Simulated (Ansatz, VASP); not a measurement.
SiC: VASP beside Ansatz

Contents of INCAR:

```
ALGO = Normal
EDIFF = 1E-6
ENCUT = 520
GGA = PS
ISIF = 2
ISMEAR = 0
LASPH = T
LCHARG = F
LREAL = F
LWAVE = F
NBANDS = 11
NELM = 60
PREC = Accurate
SIGMA = 0.05
```

Contents of KPOINTS:

```
k-points
0
Gamma
  12 12 12
```

Contents of POSCAR:

```
SiC
1.0
    0.0000000000      1.9919499511      2.5895349364
    1.9919499511      0.0000000000      2.5895349364
    1.9919499511      1.9919499511      0.0000000000
Si C
1 1
Direct
    0.0000000000      0.0000000000      0.0000000000
    0.7500000000      0.7500000000      0.7500000000
```

Input for Ansatz:

```yaml
crystal:
  lattice:
    - [0.0, 1.9919499511, 2.5895349364]
    - [1.9919499511, 0.0, 2.5895349364]
    - [1.9919499511, 1.9919499511, 0.0]
  atoms:
    - { symbol: Si, position: [0.0, 0.0, 0.0] }
    - { symbol: C, position: [0.75, 0.75, 0.75] }
basis:
  ecutwfc: 420
kpoints:
  mp_grid: { grid: [12, 12, 12] }
hamiltonian:
  xc: pbesol
scf:
  occupations: { method: gaussian, width: 0.05 }
output:
  forces: true
  stress: true
  eigenvalues: true
```

Alike in both runs: task single point; functional PBEsol; k mesh 12 × 12 × 12; occupations gaussian, width 0.05 eV; no spin polarisation.

|  | VASP | Ansatz |
| --- | --- | --- |
| version | VASP 6.6.1 | Ansatz 0.2.0 |
| potentials or method | VASP PAW PBE potentials, release 64 (Si, C), cutoff 520 eV | scalar-relativistic, plane waves, PAW |
| valence electrons in the cell | 8 | 8 |

Ansatz gave:

- gap on the k mesh at the Fermi level (eV): none
- pressure (GPa): -1.7
- traceless stress, the component that is largest in VASP (GPa): -69.49

Question: Which values does VASP return?

Answer: gap on the k mesh at the Fermi level (eV): none; pressure (GPa): -1.4; traceless stress, the component that is largest in VASP (GPa): -69.41.

VASP's potentials were made for PBE, not for PBEsol. A gap of «none» marks a metal or a gap that the smearing closes. With one functional, cell and mesh, what is left measures potentials, basis and numerics.
